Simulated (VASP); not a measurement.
# ZnSe (Stilleite) (F-43m) in VASP: notebook, part 2 of 2

VASP 6.6.1. Earlier steps stand in the parts before.

## (4) Dielectric tensor, PBEsol

File INCAR:

```
ALGO = Normal ; EDIFF = 1E-8
ENCUT = 520 ; GGA = PS
ISIF = 2 ; ISMEAR = 0
LASPH = T ; LCHARG = F
LEPSILON = T ; LREAL = F
LWAVE = F ; NELM = 100
PREC = Accurate ; SIGMA = 0.01
```

File KPOINTS:

```
k-points
0
Gamma
  8 8 8
```

File POSCAR:

```
ZnSe
1.0
    0.0000000000      2.8338000000      2.8338000000
    2.8338000000      0.0000000000      2.8338000000
    2.8338000000      2.8338000000      0.0000000000
Se Zn
1 1
Direct
    0.7500000000      0.7500000000      0.7500000000
    0.0000000000      0.0000000000      0.0000000000
```

Potentials or basis: VASP PAW PBE potentials, release 64 (Se, Zn).

Launch:

```
cat potpaw_PBE.64/Se/POTCAR potpaw_PBE.64/Zn/POTCAR > POTCAR
mpirun -np 1 vasp_std > vasp.out
```

OUTCAR:

```text
EDIFF = 1E-8
   ENCUT = 520
   GGA = PS
   ISIF = 2
   ISMEAR = 0
   LASPH = T
   LEPSILON = T
   LREAL = F
   NELM = 100
   PREC = Accurate

 ion  position               nearest neighbor table
   1  0.750  0.750  0.750-   2 2.45   2 2.45   2 2.45   2 2.45
   2  0.000  0.000  0.000-   1 2.45   1 2.45   1 2.45   1 2.45

  LATTYP: Found a face centered cubic cell.
 ALAT       =     5.6676000000

  Lattice vectors:

 A1 = (   0.0000000000,   2.8338000000,   2.8338000000)
 A2 = (   2.8338000000,   0.0000000000,   2.8338000000)
 A3 = (   2.8338000000,   2.8338000000,   0.0000000000)

Analysis of symmetry for initial positions (statically):
=====================================================================
 Subroutine PRICEL returns:
 Original cell was already a primitive cell.

 Routine SETGRP: Setting up the symmetry group for a
 face centered cubic supercell.

 Subroutine GETGRP returns: Found 24 space group operations
 (whereof 24 operations were pure point group operations)
 out of a pool of 48 trial point group operations.

The static configuration has the point symmetry T_d .

Analysis of symmetry for dynamics (positions and initial velocities):
=====================================================================
 Subroutine PRICEL returns:
 Original cell was already a primitive cell.

 Routine SETGRP: Setting up the symmetry group for a
 face centered cubic supercell.

 Subroutine GETGRP returns: Found 24 space group operations
 (whereof 24 operations were pure point group operations)
 out of a pool of 48 trial point group operations.

[... 562 lines left out ...]
  free  energy   TOTEN  =        -6.7715755650 eV

  energy  without entropy=       -6.7715755650  energy(sigma->0) =       -6.77157556

 HEAD OF MICROSCOPIC STATIC DIELECTRIC TENSOR (INDEPENDENT PARTICLE, excluding Hartree and local field effects)
 ------------------------------------------------------
           8.653340    -0.000000     0.000000
           0.000000     8.653340     0.000000
           0.000000     0.000000     8.653340
 ------------------------------------------------------

 Free energy of the ion-electron system (eV)
  ---------------------------------------------------
  ---------------------------------------------------
  free energy    TOTEN  =        -0.97011667 eV

  energy without entropy =       -0.97011667

------------------------ aborting loop because EDIFF is reached ----------------------------------------

--------------------------------------- Ionic step        2  -------------------------------------------

------------------------ aborting loop because EDIFF is reached ----------------------------------------

--------------------------------------- Ionic step        3  -------------------------------------------

 Free energy of the ion-electron system (eV)
  ---------------------------------------------------
  ---------------------------------------------------
  free energy    TOTEN  =        -0.97011733 eV

  energy without entropy =       -0.97011733

------------------------ aborting loop because EDIFF is reached ----------------------------------------

 PIEZOELECTRIC TENSOR FIELD DIRECTION 3  (e Angst)
 -----------------------------------------------------------------------------
    -0.00071  2.04310  0.00000           (  0.00000 -0.03508  0.00000)
     2.04310 -0.00071  0.00000           ( -0.03508  0.00000  0.00000)
     0.00000  0.00000 -0.00033           (  0.00000  0.00000 -0.00000)

 PIEZOELECTRIC TENSOR FIELD DIRECTION 3  (C/m^2)
 -----------------------------------------------------------------------------
    -0.00025  0.71922  0.00000
     0.71922 -0.00025  0.00000
     0.00000  0.00000 -0.00011

 MACROSCOPIC STATIC DIELECTRIC TENSOR (including local field effects in DFT)
 ------------------------------------------------------
           8.212131    -0.000000    -0.000000
          -0.000000     8.212131    -0.000000
           0.000000    -0.000000     8.212131
 ------------------------------------------------------

 PIEZOELECTRIC TENSOR (including local field effects)  for field in x, y, z        (e  Angst)
          XX          YY          ZZ          XY          YZ          ZX
  --------------------------------------------------------------------------------
  x    -0.00000     0.00000     0.00000     0.00000     2.05915     0.00000
  y    -0.00000     0.00000    -0.00000     0.00000     0.00000     2.05915
  z     0.00000     0.00000     0.00000     2.05915     0.00000     0.00000

 PIEZOELECTRIC TENSOR (including local field effects)  for field in x, y, z        (C/m^2)
          XX          YY          ZZ          XY          YZ          ZX
  --------------------------------------------------------------------------------
  x    -0.00000     0.00000     0.00000     0.00000     0.72487     0.00000
  y    -0.00000     0.00000    -0.00000     0.00000     0.00000     0.72487
  z     0.00000     0.00000     0.00000     0.72487     0.00000     0.00000

 BORN EFFECTIVE CHARGES (including local field effects) (in |e|, cummulative output)
 ---------------------------------------------------------------------------------
 ion    1
    1    -2.08840     0.00000     0.00000
    2     0.00000    -2.08840    -0.00000
    3     0.00000     0.00000    -2.08840
 ion    2
    1     2.08840    -0.00000    -0.00000
    2     0.00000     2.08840     0.00000
    3     0.00000     0.00000     2.08840
```

OSZICAR:

```text
N       E                     dE             d eps       ncg     rms          rms(c)
[... 13 lines left out ...]
RMM:   5    -0.968823842019E+00   -0.13319E-01   -0.15828E-03  4187   0.267E-01    0.247E-02
RMM:   6    -0.969381421818E+00   -0.55758E-03   -0.29212E-05  3971   0.625E-02    0.167E-02
RMM:   7    -0.970064049737E+00   -0.68263E-03    0.35501E-06  4239   0.258E-02    0.192E-03
RMM:   8    -0.970119220132E+00   -0.55170E-04    0.37080E-06  4162   0.458E-03    0.104E-03
RMM:   9    -0.970112151890E+00    0.70682E-05    0.61982E-07  4360   0.194E-03    0.167E-04
RMM:  10    -0.970116901265E+00   -0.47494E-05    0.58464E-08  3861   0.449E-04    0.708E-05
RMM:  11    -0.970118318314E+00   -0.14170E-05    0.56817E-08  3364   0.205E-04    0.223E-05
RMM:  12    -0.970117330300E+00    0.98801E-06   -0.55754E-09  2121   0.739E-05    0.608E-06
```

stdout:

```text
POSCAR found type information on POSCAR SeZn
 POSCAR found :  2 types and       2 ions
 scaLAPACK will be used
 -----------------------------------------------------------------------------
|                                                                             |
[... 28 lines left out ...]
 dielectric tensor                  component  3 :     1.062    -1.364     5.871
 Linear response to external field, progress :
  Direction:   1
 dielectric tensor                  component  1 :     8.212     1.853     0.832
 Linear response to external field, progress :
  Direction:   2
 dielectric tensor                  component  2 :     1.801     8.212     0.712
 Linear response to external field, progress :
  Direction:   3
 dielectric tensor                  component  3 :     1.426     1.258     8.212
 Born effective charges drift removed
```

Run time: 6.9 min. Hardware: 1 thread of Intel Xeon Platinum 8259CL at 2.50GHz (Skylake/Cascade Lake), shared host; peak memory 0.29 GiB.

What came out:

| Item | Value |
| --- | --- |
| Band gap on the k mesh | 1.17 eV, direct |
| Electronic dielectric tensor (diagonal) | 8.21 |
| Born charges (mean of the diagonal) | Se -2.09; Zn +2.09 e |

Electronic dielectric tensor:
```
8.21 0.00 0.00
0.00 8.21 0.00
0.00 0.00 8.21
```

Born effective charge tensors (e):
atom 1, Se
```
-2.09  0.00  0.00
 0.00 -2.09  0.00
 0.00  0.00 -2.09
```
atom 2, Zn
```
2.09 0.00 0.00
0.00 2.09 0.00
0.00 0.00 2.09
```

 Expect the measured gap to be larger: semilocal functionals such as PBEsol lack the derivative discontinuity.

## (5) Dielectric tensor, BLYP+D4

File INCAR:

```
  PREC = Accurate
  ENCUT = 520
  EDIFF = 1E-8
  ISMEAR = 0
  SIGMA = 0.01
  LREAL = False
  LASPH = True
  NELM = 60
  ALGO = Normal
  ISIF = 2
  LWAVE = False
  LCHARG = False
  GGA = B5
  ALDAX = 1.0
  AGGAX = 1.0
  AGGAC = 1.0
  ALDAC = 0.0
  IVDW = 13
  VDW_S6 = 1.0
  VDW_S8 = 2.34076671
  VDW_A1 = 0.44488865
  VDW_A2 = 4.0933009
  LEPSILON = True
```

File KPOINTS:

```
regular mesh
0
Gamma
  8 8 8
```

POSCAR is that of step 4.

Potentials or basis: VASP PAW PBE potentials, release 64 (Se, Zn).

Launch:

```
cat potpaw_PBE.64/Se/POTCAR potpaw_PBE.64/Zn/POTCAR > POTCAR
mpirun -np 1 vasp_std > vasp.out
```

OUTCAR:

```text
PREC = Accurate
   ENCUT = 520
   EDIFF = 1E-8
   ISMEAR = 0
   LREAL = False
   LASPH = True
   NELM = 60
   ISIF = 2
   GGA = B5
   IVDW = 13
   LEPSILON = True

 ion  position               nearest neighbor table
   1  0.750  0.750  0.750-   2 2.45   2 2.45   2 2.45   2 2.45
   2  0.000  0.000  0.000-   1 2.45   1 2.45   1 2.45   1 2.45

  LATTYP: Found a face centered cubic cell.
 ALAT       =     5.6676000000

  Lattice vectors:

 A1 = (   0.0000000000,   2.8338000000,   2.8338000000)
 A2 = (   2.8338000000,   0.0000000000,   2.8338000000)
 A3 = (   2.8338000000,   2.8338000000,   0.0000000000)

Analysis of symmetry for initial positions (statically):
=====================================================================
 Subroutine PRICEL returns:
 Original cell was already a primitive cell.

 Routine SETGRP: Setting up the symmetry group for a
 face centered cubic supercell.

 Subroutine GETGRP returns: Found 24 space group operations
 (whereof 24 operations were pure point group operations)
 out of a pool of 48 trial point group operations.

The static configuration has the point symmetry T_d .

Analysis of symmetry for dynamics (positions and initial velocities):
=====================================================================
 Subroutine PRICEL returns:
 Original cell was already a primitive cell.

 Routine SETGRP: Setting up the symmetry group for a
 face centered cubic supercell.

 Subroutine GETGRP returns: Found 24 space group operations
 (whereof 24 operations were pure point group operations)
 out of a pool of 48 trial point group operations.

The dynamic configuration has the point symmetry T_d .

 Subroutine INISYM returns: Found 24 space group operations
 (whereof 24 operations are pure point group operations),
 and found     1 'primitive' translations

[... 557 lines left out ...]

  energy  without entropy=       -6.1300675774  energy(sigma->0) =       -6.13006758

 HEAD OF MICROSCOPIC STATIC DIELECTRIC TENSOR (INDEPENDENT PARTICLE, excluding Hartree and local field effects)
 ------------------------------------------------------
           8.124653    -0.000000    -0.000000
          -0.000000     8.124653    -0.000000
           0.000000    -0.000000     8.124653
 ------------------------------------------------------

 Free energy of the ion-electron system (eV)
  ---------------------------------------------------
  ---------------------------------------------------
  free energy    TOTEN  =        -0.91271460 eV

  energy without entropy =       -0.91271460

------------------------ aborting loop because EDIFF is reached ----------------------------------------

  DFT-D4 for vdW energy calculation

  Edisp (eV):   -1.20067
[... 7 lines left out ...]
  Edisp (eV):   -1.20067

--------------------------------------- Ionic step        3  -------------------------------------------

 Free energy of the ion-electron system (eV)
  ---------------------------------------------------
  ---------------------------------------------------
  free energy    TOTEN  =        -0.91271488 eV

  energy without entropy =       -0.91271488

------------------------ aborting loop because EDIFF is reached ----------------------------------------

  DFT-D4 for vdW energy calculation

  Edisp (eV):   -1.20067

 PIEZOELECTRIC TENSOR FIELD DIRECTION 3  (e Angst)
 -----------------------------------------------------------------------------
    -0.00075  2.02992  0.00000           (  0.00000 -0.03302  0.00000)
     2.02992 -0.00075  0.00000           ( -0.03302  0.00000  0.00000)
     0.00000  0.00000 -0.00020           (  0.00000  0.00000 -0.00000)

 PIEZOELECTRIC TENSOR FIELD DIRECTION 3  (C/m^2)
 -----------------------------------------------------------------------------
    -0.00026  0.71458  0.00000
     0.71458 -0.00026  0.00000
     0.00000  0.00000 -0.00007

 MACROSCOPIC STATIC DIELECTRIC TENSOR (including local field effects in DFT)
 ------------------------------------------------------
           7.728127    -0.000000     0.000000
          -0.000000     7.728127     0.000000
          -0.000000     0.000000     7.728127
 ------------------------------------------------------

 PIEZOELECTRIC TENSOR (including local field effects)  for field in x, y, z        (e  Angst)
          XX          YY          ZZ          XY          YZ          ZX
  --------------------------------------------------------------------------------
  x     0.00000    -0.00000    -0.00000     0.00000     2.04551     0.00000
  y     0.00000     0.00000     0.00000     0.00000    -0.00000     2.04551
  z     0.00000     0.00000    -0.00000     2.04551     0.00000     0.00000

 PIEZOELECTRIC TENSOR (including local field effects)  for field in x, y, z        (C/m^2)
          XX          YY          ZZ          XY          YZ          ZX
  --------------------------------------------------------------------------------
  x     0.00000    -0.00000    -0.00000     0.00000     0.72007     0.00000
  y     0.00000     0.00000     0.00000     0.00000    -0.00000     0.72007
  z     0.00000     0.00000    -0.00000     0.72007     0.00000     0.00000

 BORN EFFECTIVE CHARGES (including local field effects) (in |e|, cummulative output)
 ---------------------------------------------------------------------------------
 ion    1
    1    -2.10422     0.00000     0.00000
    2     0.00000    -2.10422     0.00000
    3     0.00000    -0.00000    -2.10422
 ion    2
    1     2.10422    -0.00000    -0.00000
    2    -0.00000     2.10422    -0.00000
    3    -0.00000     0.00000     2.10422
```

OSZICAR:

```text
N       E                     dE             d eps       ncg     rms          rms(c)
[... 13 lines left out ...]
RMM:   6    -0.911637777231E+00   -0.68015E-03   -0.45391E-05  4046   0.624E-02    0.171E-02
RMM:   7    -0.912606846250E+00   -0.96907E-03   -0.77386E-06  4143   0.366E-02    0.172E-03
RMM:   8    -0.912705579810E+00   -0.98734E-04    0.22252E-06  4373   0.591E-03    0.804E-04
RMM:   9    -0.912704306413E+00    0.12734E-05    0.66091E-07  4332   0.263E-03    0.223E-04
RMM:  10    -0.912713890691E+00   -0.95843E-05    0.19544E-07  4066   0.721E-04    0.600E-05
RMM:  11    -0.912716267698E+00   -0.23770E-05    0.51411E-08  3606   0.268E-04    0.382E-05
RMM:  12    -0.912715236643E+00    0.10311E-05   -0.10956E-08  2367   0.810E-05    0.105E-05
RMM:  13    -0.912714876924E+00    0.35972E-06    0.62001E-09  1749   0.556E-05    0.302E-06
```

stdout:

```text
POSCAR found type information on POSCAR SeZn
 POSCAR found :  2 types and       2 ions
 scaLAPACK will be used
 -----------------------------------------------------------------------------
|                                                                             |
[... 28 lines left out ...]
 dielectric tensor                  component  3 :     1.007    -1.321     5.510
 Linear response to external field, progress :
  Direction:   1
 dielectric tensor                  component  1 :     7.728     1.716     0.781
 Linear response to external field, progress :
  Direction:   2
 dielectric tensor                  component  2 :     1.670     7.728     0.649
 Linear response to external field, progress :
  Direction:   3
 dielectric tensor                  component  3 :     1.318     1.178     7.728
 Born effective charges drift removed
```

It took 9.6 min on 1 thread of Intel Xeon Platinum 8259CL at 2.50GHz (Skylake/Cascade Lake), shared host; peak memory 0.3 GiB.

Results:

| Property | Result |
| --- | --- |
| Band gap on the k mesh | 1.27 eV, direct |
| Electronic dielectric tensor (diagonal) | 7.73 |
| Born charges (mean of the diagonal) | Se -2.10; Zn +2.10 e |
| Dispersion energy per atom | -0.600 eV |

Levels at points of the mesh, in eV from the valence-band top:
```csv
k point,band 6,band 7,band 8,band 9,band 10,band 11,band 12,band 13
"(0.00, 0.00, 0.00)",-6.30,0.00,0.00,0.00,1.27,5.85,5.85,5.85
"(0.50, 0.00, 0.00)",-6.14,-5.18,-0.86,-0.86,2.55,6.45,6.45,8.74
"(0.50, 0.50, 0.00)",-6.12,-4.76,-2.15,-2.15,3.14,3.50,10.81,11.22
```

Electronic dielectric tensor:
```
7.73 0.00 0.00
0.00 7.73 0.00
0.00 0.00 7.73
```

Born effective charge tensors (e):
atom 1, Se
```
-2.10  0.00  0.00
 0.00 -2.10  0.00
 0.00  0.00 -2.10
```
atom 2, Zn
```
2.10 0.00 0.00
0.00 2.10 0.00
0.00 0.00 2.10
```

 Expect the measured gap to be larger: semilocal functionals such as BLYP lack the derivative discontinuity.

## (6) Summary

| task | level | k mesh | cutoff (eV) | smearing | ions in elastic constants | gap on the mesh (eV) |
| --- | --- | --- | --- | --- | --- | --- |
| elastic constants | PBEsol | 6 × 6 × 6 | 600 | fermi-dirac 0.05 eV | relaxed | - |
| elastic constants | PBE | 6 × 6 × 6 | 600 | fermi-dirac 0.05 eV | relaxed | - |
| dielectric tensor | PBEsol | 8 × 8 × 8 | 520 | gaussian 0.01 eV | - | 1.17 |
| dielectric tensor | BLYP+D4 | 8 × 8 × 8 | 520 | gaussian 0.01 eV | - | 1.27 |

Alike in all rows: potentials or basis VASP PAW PBE potentials, release 64 (Se, Zn); no spin polarisation; cell as given.

Caveats: the cell is under stress, which shifts elastic constants (some runs).

Absolute energies hang on the potentials; compare differences alone.
